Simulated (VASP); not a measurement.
# Yb (Fd-3m) in VASP: notebook

The runs below take Yb through single point, with r2SCAN.

Program: VASP 6.6.1. These are calculated values, not measurements. Logs are shortened: lines on timing, memory, paths and dates and some standing lists are left out, and cuts for length are marked.

**1. The cell of the first run**

The structure is cubic, space group Fd-3m (No. 227). The conventional cell has a = 8.609 Å, b = 8.609 Å, c = 8.609 Å, α = 90.00°, β = 90.00°, γ = 90.00°. Within 4.9 Å of Yb (site symmetry -43m) lie 4 Yb at 3.73 Å.

**2. Single point, r2SCAN**

Contents of POSCAR:

```
Yb
1.0
    0.0000000000      4.3046997554      4.3046997554
    4.3046997554      0.0000000000      4.3046997554
    4.3046997554      4.3046997554      0.0000000000
Yb
2
Direct
    0.1250000000      0.1250000000      0.1250000000
    0.8750000000      0.8750000000      0.8750000000
```

Contents of INCAR.step1:

```
SYSTEM = Yb
PREC     = Accurate       ! precision mode
ENCUT    = 520            ! plane-wave cutoff, eV
ISMEAR   = -1             ! smearing method
SIGMA    = 0.1            ! smearing width, eV
LREAL    = .False.        ! projectors in reciprocal space
LASPH    = .True.         ! aspherical terms in the spheres
NELM     = 100            ! most SCF steps
NBANDS   = 31             ! bands
GGA      = PE             ! functional
ALGO     = Normal         ! electronic algorithm
EDIFF    = 1E-4           ! SCF threshold, eV
LWAVE    = .True.         ! write WAVECAR
LCHARG   = .False.        ! write CHGCAR
```

Contents of INCAR.step2:

```
SYSTEM = Yb
PREC     = Accurate       ! precision mode
ENCUT    = 520            ! plane-wave cutoff, eV
EDIFF    = 1E-6           ! SCF threshold, eV
ISMEAR   = -1             ! smearing method
SIGMA    = 0.1            ! smearing width, eV
LREAL    = .False.        ! projectors in reciprocal space
LASPH    = .True.         ! aspherical terms in the spheres
NELM     = 100            ! most SCF steps
ALGO     = Normal         ! electronic algorithm
ISIF     = 2              ! what is computed and relaxed
LWAVE    = .False.        ! write WAVECAR
LCHARG   = .False.        ! write CHGCAR
METAGGA  = R2SCAN         ! meta-GGA
LMIXTAU  = .True.       
NBANDS   = 31             ! bands
ISTART   = 1
```

Contents of KPOINTS:

```
regular mesh
0
Gamma
  4 4 4
  0 0 0
```

Potentials or basis: VASP PAW PBE potentials, release 64 (Yb).

The run is started by

```
$ cat potpaw_PBE.64/Yb/POTCAR > POTCAR
$ cp INCAR.step1 INCAR
$ mpirun -np 1 vasp_std > vasp.out
$ cp INCAR.step2 INCAR
$ mpirun -np 1 vasp_std > vasp.out
```

OUTCAR:

```text
SYSTEM = Yb
   PREC = Accurate
   ENCUT = 520
   EDIFF = 1E-6
   ISMEAR = -1
   LREAL = .False.
   LASPH = .True.
   NELM = 100
   ISIF = 2
   METAGGA = R2SCAN
   ISTART = 1

 ion  position               nearest neighbor table
   1  0.125  0.125  0.125-   2 3.73   2 3.73   2 3.73   2 3.73
   2  0.875  0.875  0.875-   1 3.73   1 3.73   1 3.73   1 3.73

  LATTYP: Found a face centered cubic cell.
 ALAT       =     8.6093995108

  Lattice vectors:

 A1 = (   0.0000000000,   4.3046997554,   4.3046997554)
 A2 = (   4.3046997554,   0.0000000000,   4.3046997554)
 A3 = (   4.3046997554,   4.3046997554,   0.0000000000)

Analysis of symmetry for initial positions (statically):
=====================================================================
 Subroutine PRICEL returns:
 Original cell was already a primitive cell.

 Routine SETGRP: Setting up the symmetry group for a
 face centered cubic supercell.

 Subroutine GETGRP returns: Found 48 space group operations
 (whereof 12 operations were pure point group operations)
 out of a pool of 48 trial point group operations.

The static configuration has the point symmetry D_3d.
 The point group associated with its full space group is O_h .

Analysis of symmetry for dynamics (positions and initial velocities):
=====================================================================
 Subroutine PRICEL returns:
 Original cell was already a primitive cell.

 Routine SETGRP: Setting up the symmetry group for a
 face centered cubic supercell.

 Subroutine GETGRP returns: Found 48 space group operations
 (whereof 12 operations were pure point group operations)
 out of a pool of 48 trial point group operations.

The dynamic configuration has the point symmetry D_3d.
 The point group associated with its full space group is O_h .

 Subroutine INISYM returns: Found 48 space group operations
 (whereof 12 operations are pure point group operations),
 and found     1 'primitive' translations

----------------------------------------------------------------------------------------

                                     Primitive cell

  volume of cell :     159.5360

  direct lattice vectors                    reciprocal lattice vectors
     0.000000000  4.304699755  4.304699755    -0.116152119  0.116152119  0.116152119
     4.304699755  0.000000000  4.304699755     0.116152119 -0.116152119  0.116152119
     4.304699755  4.304699755  0.000000000     0.116152119  0.116152119 -0.116152119

  length of vectors
     6.087764776  6.087764776  6.087764776     0.201181372  0.201181372  0.201181372

  position of ions in fractional coordinates (direct lattice)
     0.125000000  0.125000000  0.125000000
     0.875000000  0.875000000  0.875000000

  ion indices of the primitive-cell ions
   primitive index   ion index
                 1           1
                 2           2

----------------------------------------------------------------------------------------

 KPOINTS: regular mesh

Automatic generation of k-mesh.
 Grid dimensions read from file:
 generate k-points for:    4    4    4

 Generating k-lattice:

  Cartesian coordinates                     Fractional coordinates (reciprocal lattice)
    -0.029038030  0.029038030  0.029038030     0.250000000  0.000000000  0.000000000
     0.029038030 -0.029038030  0.029038030     0.000000000  0.250000000  0.000000000
     0.029038030  0.029038030 -0.029038030     0.000000000  0.000000000  0.250000000

  Length of vectors
     0.050295343  0.050295343  0.050295343

  Shift w.r.t. Gamma in fractional coordinates (k-lattice)
     0.000000000  0.000000000  0.000000000

 Subroutine IBZKPT returns following result:
 ===========================================

 Found      8 irreducible k-points:

 Following reciprocal coordinates:
            Coordinates               Weight
  0.000000  0.000000  0.000000      1.000000
  0.250000  0.000000  0.000000      8.000000
  0.500000  0.000000  0.000000      4.000000
  0.250000  0.250000  0.000000      6.000000
  0.500000  0.250000  0.000000     24.000000
[... 46 lines left out ...]
      2     -54.4780      2.00000
      3     -26.3422      2.00000
      4     -26.3421      2.00000
      5     -26.3421      2.00000
      6     -26.2494      2.00000
[... 23 lines left out ...]
     30       1.3864      0.00000
     31       1.3864      0.00000

 k-point     2 :       0.2500    0.0000    0.0000
  band No.  band energies     occupation
      1     -54.4881      2.00000
      2     -54.4792      2.00000
      3     -26.3466      2.00000
      4     -26.3464      2.00000
      5     -26.3393      2.00000
      6     -26.2527      2.00000
[... 23 lines left out ...]
     30       1.5218      0.00000
     31       1.5219      0.00000

 k-point     3 :       0.5000    0.0000    0.0000
  band No.  band energies     occupation
      1     -54.4864      2.00000
      2     -54.4808      2.00000
      3     -26.3506      2.00000
      4     -26.3504      2.00000
      5     -26.3363      2.00000
      6     -26.2564      2.00000
[... 23 lines left out ...]
     30       1.8691      0.00000
     31       1.8691      0.00000

 k-point     4 :       0.2500    0.2500    0.0000
  band No.  band energies     occupation
      1     -54.4876      2.00000
      2     -54.4796      2.00000
      3     -26.3512      2.00000
      4     -26.3511      2.00000
      5     -26.3289      2.00000
      6     -26.2633      2.00000
[... 23 lines left out ...]
     30       1.4371      0.00000
     31       1.4371      0.00000

 k-point     5 :       0.5000    0.2500    0.0000
  band No.  band energies     occupation
      1     -54.4856      2.00000
      2     -54.4816      2.00000
      3     -26.3578      2.00000
      4     -26.3549      2.00000
      5     -26.3175      2.00000
      6     -26.2750      2.00000
[... 23 lines left out ...]
     30       1.8503      0.00000
     31       1.9305      0.00000

 k-point     6 :      -0.2500    0.2500    0.0000
  band No.  band energies     occupation
      1     -54.4864      2.00000
      2     -54.4808      2.00000
      3     -26.3569      2.00000
      4     -26.3506      2.00000
      5     -26.3256      2.00000
      6     -26.2667      2.00000
[... 23 lines left out ...]
     30       1.6491      0.00000
     31       2.1524      0.00000

 k-point     7 :       0.5000    0.5000    0.0000
  band No.  band energies     occupation
      1     -54.4836      2.00000
      2     -54.4836      2.00000
      3     -26.3590      2.00000
      4     -26.3588      2.00000
      5     -26.2965      2.00000
      6     -26.2965      2.00000
[... 23 lines left out ...]
     30       1.4755      0.00000
     31       2.2527      0.00000

 k-point     8 :      -0.2500    0.5000    0.2500
  band No.  band energies     occupation
      1     -54.4836      2.00000
      2     -54.4836      2.00000
      3     -26.3591      2.00000
      4     -26.3589      2.00000
      5     -26.2963      2.00000
      6     -26.2963      2.00000
[... 23 lines left out ...]
     30       1.3179      0.00000
     31       2.6316      0.00000

------------------------ aborting loop because EDIFF is reached ----------------------------------------

  FORCE on cell =-STRESS in cart. coord.  units (eV):
  Direction    XX          YY          ZZ          XY          YZ          ZX
  --------------------------------------------------------------------------------------
  -------------------------------------------------------------------------------------
  Total        0.2306046      0.2306046      0.2306046     -0.0000000      0.0000000      0.0000000
  in kB        2.3159009      2.3159009      2.3159009     -0.0000000      0.0000000      0.0000000
  external PRESSURE =       2.3159009 kB  Pullay stress =       0.0000000 kB

 VOLUME and BASIS-vectors are now :
 -----------------------------------------------------------------------------
  energy-cutoff  :      520.00
  volume of cell :      159.54
      direct lattice vectors                 reciprocal lattice vectors
     0.000000000  4.304699755  4.304699755    -0.116152119  0.116152119  0.116152119
     4.304699755  0.000000000  4.304699755     0.116152119 -0.116152119  0.116152119
     4.304699755  4.304699755  0.000000000     0.116152119  0.116152119 -0.116152119

 POSITION                                       TOTAL-FORCE (eV/Angst)
 -----------------------------------------------------------------------------------
      1.07617      1.07617      1.07617         0.000000     -0.000000     -0.000000
      7.53322      7.53322      7.53322        -0.000000      0.000000      0.000000
 -----------------------------------------------------------------------------------
    total drift:                                0.000000      0.000000      0.000000

  FREE ENERGIE OF THE ION-ELECTRON SYSTEM (eV)
  ---------------------------------------------------
  free  energy   TOTEN  =       -68.4046056069 eV

  energy  without entropy=      -68.2135007361  energy(sigma->0) =      -68.30905317
```

It took 8.2 min on 1 thread of Intel Xeon Platinum 8259CL at 2.50GHz (Skylake/Cascade Lake), shared host; peak memory 0.37 GiB.

What came out:

- Free energy: -68.4046 eV
- Pressure: 0.2 GPa
- Band gap on the k mesh: zero (band 24 reaches 0.42 eV, above the bottom of band 25 at -0.53 eV)

Levels at points of the mesh, in eV from the Fermi level:
```csv
k point,band 22,band 23,band 24,band 25,band 26,band 27
"(0.00, 0.00, 0.00)",-0.51,-0.51,0.90,0.90,0.90,1.22
"(0.50, 0.00, 0.00)",-0.52,-0.52,-0.51,0.92,0.98,0.98
"(0.50, 0.50, 0.00)",-0.53,-0.52,-0.52,0.24,0.24,1.01
```

Caveat: the PAW data sets were made with another functional, which shifts forces and pressure a little; spin-orbit coupling is left out, which moves the levels of the heavy elements. Spin polarisation is off, so any magnetic state and its effect on volume and gap are missing.

**3. Single point, r2SCAN (volume scaled by 0.88)**

Contents of POSCAR:

```
Yb
1.0
    0.0000000000      4.1251192068      4.1251192068
    4.1251192068      0.0000000000      4.1251192068
    4.1251192068      4.1251192068      0.0000000000
Yb
2
Direct
    0.1250000000      0.1250000000      0.1250000000
    0.8750000000      0.8750000000      0.8750000000
```

Contents of INCAR.step1:

```
SYSTEM = Yb
  PREC = Accurate
  ENCUT = 520
  ISMEAR = -1
  SIGMA = 0.1
  LREAL = .False.
  LASPH = .True.
  NELM = 80
  NBANDS = 31
  GGA = PE
  ALGO = Normal
  EDIFF = 1E-4
  LWAVE = .True.
  LCHARG = .False.
```

Contents of INCAR.step2:

```
SYSTEM = Yb
  PREC = Accurate
  ENCUT = 520
  EDIFF = 1E-6
  ISMEAR = -1
  SIGMA = 0.1
  LREAL = .False.
  LASPH = .True.
  NELM = 80
  ALGO = Normal
  ISIF = 2
  LWAVE = .False.
  LCHARG = .False.
  METAGGA = R2SCAN
  LMIXTAU = .True.
  NBANDS = 31
  ISTART = 1
```

Contents of KPOINTS:

```
regular mesh
0
Gamma
  7 7 7
  0 0 0
```

Potentials or basis: VASP PAW PBE potentials, release 64 (Yb).

The run is started by

```
$ cat potpaw_PBE.64/Yb/POTCAR > POTCAR
$ cp INCAR.step1 INCAR
$ mpirun -np 1 vasp_std > vasp.out
$ cp INCAR.step2 INCAR
$ mpirun -np 1 vasp_std > vasp.out
```

It took 15 min on 1 thread of AMD EPYC 9R45 (Zen 5), shared host; peak memory 0.38 GiB.

Results (log left out):

```
Free energy            : -68.4034 eV
Pressure               : 0.8 GPa
Band gap on the k mesh : zero (band 24 reaches 0.69 eV, above the bottom of band 25 at -0.52 eV)
```

Levels at points of the mesh, in eV from the Fermi level:
| k point | band 21 | band 22 | band 23 | band 24 | band 25 | band 26 | band 27 | band 28 |
| --- | --- | --- | --- | --- | --- | --- | --- | --- |
| (0.00, 0.00, 0.00) | -0.50 | -0.50 | -0.50 | 0.99 | 0.99 | 0.99 | 1.21 | 1.21 |

Caveat: the PAW data sets were made with another functional, which shifts forces and pressure a little; spin-orbit coupling is left out, which moves the levels of the heavy elements. Spin polarisation is off, so any magnetic state and its effect on volume and gap are missing.

**4. Single point, r2SCAN (volume scaled by 0.92)**

Contents of POSCAR:

```
Yb
1.0
    0.0000000000      4.1866972286      4.1866972286
    4.1866972286      0.0000000000      4.1866972286
    4.1866972286      4.1866972286      0.0000000000
Yb
2
Direct
    0.1250000000      0.1250000000      0.1250000000
    0.8750000000      0.8750000000      0.8750000000
```

Contents of INCAR.step1:

```
SYSTEM = Yb
ALGO = Normal
EDIFF = 1E-4
ENCUT = 520
GGA = PE
ISMEAR = -1
LASPH = .True.
LCHARG = .False.
LREAL = .False.
LWAVE = .True.
NBANDS = 31
NELM = 80
PREC = Accurate
SIGMA = 0.1
```

Contents of INCAR.step2:

```
SYSTEM = Yb
ALGO = Normal
EDIFF = 1E-6
ENCUT = 520
ISIF = 2
ISMEAR = -1
ISTART = 1
LASPH = .True.
LCHARG = .False.
LMIXTAU = .True.
LREAL = .False.
LWAVE = .False.
METAGGA = R2SCAN
NBANDS = 31
NELM = 80
PREC = Accurate
SIGMA = 0.1
```

Contents of KPOINTS:

```
k-points
0
Gamma
  7 7 7
  0 0 0
```

The run is started by

```
$ cat potpaw_PBE.64/Yb/POTCAR > POTCAR
$ cp INCAR.step1 INCAR
$ mpirun -np 1 vasp_std > vasp.out
$ cp INCAR.step2 INCAR
$ mpirun -np 1 vasp_std > vasp.out
```

Wall time 13 min (1 thread of AMD EPYC 9R45 (Zen 5), shared host); peak memory 0.37 GiB.

Results (log left out):

- Free energy: -68.4184 eV
- Pressure: 0.5 GPa
- Band gap on the k mesh: zero (band 24 reaches 0.59 eV, above the bottom of band 25 at -0.56 eV)

Levels at points of the mesh, in eV from the Fermi level:
| k point | band 22 | band 23 | band 24 | band 25 | band 26 | band 27 |
| --- | --- | --- | --- | --- | --- | --- |
| (0.00, 0.00, 0.00) | -0.50 | -0.50 | 0.96 | 0.96 | 0.96 | 1.22 |

Caveat: the PAW data sets were made with another functional, which shifts forces and pressure a little; spin-orbit coupling is left out, which moves the levels of the heavy elements.

**5. Single point, r2SCAN (volume scaled by 0.96)**

Contents of POSCAR:

```
Yb
1.0
    0.0000000000      4.2465152708      4.2465152708
    4.2465152708      0.0000000000      4.2465152708
    4.2465152708      4.2465152708      0.0000000000
Yb
2
Direct
    0.1250000000      0.1250000000      0.1250000000
    0.8750000000      0.8750000000      0.8750000000
```

Contents of INCAR.step1:

```
PREC = Accurate
ENCUT = 520
ISMEAR = -1
SIGMA = 0.1
LREAL = False
LASPH = True
NELM = 80
NBANDS = 31
GGA = PE
ALGO = Normal
EDIFF = 1E-4
LWAVE = True
LCHARG = False
```

Contents of INCAR.step2:

```
PREC = Accurate
ENCUT = 520
EDIFF = 1E-7
ISMEAR = -1
SIGMA = 0.1
LREAL = False
LASPH = True
NELM = 80
ALGO = Normal
ISIF = 2
LWAVE = False
LCHARG = False
METAGGA = R2SCAN
LMIXTAU = True
NBANDS = 31
ISTART = 1
```

Contents of KPOINTS:

```
regular mesh
0
Gamma
  7 7 7
```

The run is started by

```
$ cat potpaw_PBE.64/Yb/POTCAR > POTCAR
$ cp INCAR.step1 INCAR
$ mpirun -np 1 vasp_std > vasp.out
$ cp INCAR.step2 INCAR
$ mpirun -np 1 vasp_std > vasp.out
```

It took 18 min on 1 thread of AMD EPYC 9R45 (Zen 5), shared host; peak memory 0.38 GiB.

Results (log left out):

```
Free energy            : -68.4262 eV
Pressure               : 0.1 GPa
Band gap on the k mesh : zero (band 24 reaches 0.50 eV, above the bottom of band 25 at -0.60 eV)
```

Levels at points of the mesh, in eV from the Fermi level:
```csv
k point,band 22,band 23,band 24,band 25,band 26,band 27
"(0.00, 0.00, 0.00)",-0.50,-0.50,0.94,0.94,0.94,1.23
```

Caveat: the PAW data sets were made with another functional, which shifts forces and pressure a little; spin-orbit coupling is left out, which moves the levels of the heavy elements.

**6. Single point, r2SCAN**

Contents of POSCAR:

```
Yb
1.0
    0.0000000000      4.3046939423      4.3046939423
    4.3046939423      0.0000000000      4.3046939423
    4.3046939423      4.3046939423      0.0000000000
Yb
2
Direct
    0.1250000000      0.1250000000      0.1250000000
    0.8750000000      0.8750000000      0.8750000000
```

Changes to INCAR.step1 since step 5:

```diff
@@ -6,3 +6,3 @@
 LASPH = True
-NELM = 80
+NELM = 100
 NBANDS = 31
```

Changes to INCAR.step2 since step 5:

```diff
@@ -2,3 +2,3 @@
 ENCUT = 520
-EDIFF = 1E-7
+EDIFF = 1E-6
 ISMEAR = -1
@@ -7,3 +7,3 @@
 LASPH = True
-NELM = 80
+NELM = 100
 ALGO = Normal
```

Contents of KPOINTS:

```
Automatic mesh
0
Gamma
  7 7 7
```

Potentials or basis: VASP PAW PBE potentials, release 64 (Yb).

The run is started by

```
$ cat potpaw_PBE.64/Yb/POTCAR > POTCAR
$ cp INCAR.step1 INCAR
$ mpirun -np 1 vasp_std > vasp.out
$ cp INCAR.step2 INCAR
$ mpirun -np 1 vasp_std > vasp.out
```

It took 15 min on 1 thread of AMD EPYC 9R45 (Zen 5), shared host; peak memory 0.38 GiB.

Results (log left out):

```
Free energy            : -68.4271 eV
Pressure               : -0.2 GPa
Band gap on the k mesh : zero (band 24 reaches 0.42 eV, above the bottom of band 25 at -0.64 eV)
```

Levels at points of the mesh, in eV from the Fermi level:
| k point | band 21 | band 22 | band 23 | band 24 | band 25 | band 26 | band 27 | band 28 |
| --- | --- | --- | --- | --- | --- | --- | --- | --- |
| (0.00, 0.00, 0.00) | -0.51 | -0.51 | -0.51 | 0.91 | 0.91 | 0.91 | 1.24 | 1.24 |

Caveat: the PAW data sets were made with another functional, which shifts forces and pressure a little; spin-orbit coupling is left out, which moves the levels of the heavy elements. Spin polarisation is off, so any magnetic state and its effect on volume and gap are missing.

**7. The runs side by side**

| cell | k mesh | gap on the mesh (eV) | pressure (GPa) |
| --- | --- | --- | --- |
| a = 6.088 Å, angles 60.0°, 2 atoms | 4 × 4 × 4 | none | 0.2 |
| a = 5.834 Å, angles 60.0°, 2 atoms | 7 × 7 × 7 | none | 0.8 |
| a = 5.921 Å, angles 60.0°, 2 atoms | 7 × 7 × 7 | none | 0.5 |
| a = 6.005 Å, angles 60.0°, 2 atoms | 7 × 7 × 7 | none | 0.1 |
| a = 6.088 Å, angles 60.0°, 2 atoms | 7 × 7 × 7 | none | -0.2 |

Alike in all rows: task single point; level r2SCAN; potentials or basis VASP PAW PBE potentials, release 64 (Yb); no spin polarisation; cutoff (eV) 520; smearing fermi-dirac 0.1 eV.

Caveats: the PAW data sets were made with another functional, which shifts forces and pressure a little; spin-orbit coupling is left out, which moves the levels of the heavy elements.

Absolute energies hang on the potentials; compare differences alone.
